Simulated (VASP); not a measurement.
Write the native input for VASP 6.6.1 that does the following.

```yaml
Task: single point
Functional: PBE
Potentials_or_basis: VASP PAW PBE potentials, release 64 (Be, H)
Cutoff: 520 eV
k_mesh: 3 × 3 × 1
Occupations: fermi-dirac, width 0.1 eV
Spin: no spin polarisation
Dipole_correction: no
Further_INCAR_settings: LREAL = Auto; ALGO = Normal; EDIFF = 1e-06; NBANDS = 48
```

The structure of Be27H lies in POSCAR:

```
Be27H
1.0
    6.8700000000      0.0000000000      0.0000000000
    3.4350000000      5.9495950000      0.0000000000
    0.0000000000      0.0000000000     14.5884300000
Be H
27 1
Direct
    0.0000000000      0.0000000000      0.0685474722
    0.3333333333      0.0000000000      0.0685474722
    0.6666666667      0.0000000000      0.0685474722
    0.0000000280      0.3333332773      0.0685474722
    0.3333333613      0.3333332773      0.0685474722
    0.6666666947      0.3333332773      0.0685474722
   -0.0000000280      0.6666667227      0.0685474722
    0.3333333053      0.6666667227      0.0685474722
    0.6666666387      0.6666667227      0.0685474722
   -0.1092527565      0.2209515101      0.1969431940
    0.2222405377      0.2222347908      0.1913767965
    0.5549757999      0.2209098266      0.1969600567
   -0.1092352934      0.5549317222      0.1969120735
    0.2208894566      0.5549794566      0.1969717783
    0.5555898190      0.5555737828      0.1973367936
   -0.1111653958      0.8888082298      0.1951254522
    0.2209942554      0.8907317221      0.1969492947
    0.5549318498      0.8907604635      0.1969299644
   -0.0028919406     -0.0028691029      0.3226345124
    0.3348164927     -0.0030862605      0.3227862765
    0.6722127908     -0.0028104434      0.3226031862
   -0.0030824873      0.3347693414      0.3227460392
    0.3347989231      0.3348219501      0.3228205503
    0.6670717779      0.3323501852      0.3247761411
   -0.0027731138      0.6722449175      0.3226188150
    0.3323712323      0.6670522952      0.3248138422
    0.6670808745      0.6671386876      0.3246900455
    0.2220806475      1.2220771330      0.3789868409
```

These files were run (other wordings do the same):

INCAR

```
ALGO = Normal ; EDIFF = 1E-6
ENCUT = 520 ; GGA = PE
ISIF = 2 ; ISMEAR = -1
LASPH = True ; LCHARG = True
LELF = True ; LREAL = Auto
LVHAR = True ; LWAVE = False
NBANDS = 48 ; NELM = 60
PREC = Accurate ; SIGMA = 0.1
```

KPOINTS

```
k-points
0
Gamma
  3 3 1
```

Potentials or basis: VASP PAW PBE potentials, release 64 (Be, H).

The run is started by

```console
$ cat potpaw_PBE.64/Be/POTCAR potpaw_PBE.64/H/POTCAR > POTCAR
$ mpirun -np 1 vasp_std > vasp.out
```

Results of the run:

* Largest force: 0.069 eV/Å

Run time: 13 min on 1 thread of AMD EPYC 7571 (shared host), peak memory 0.61 GiB.
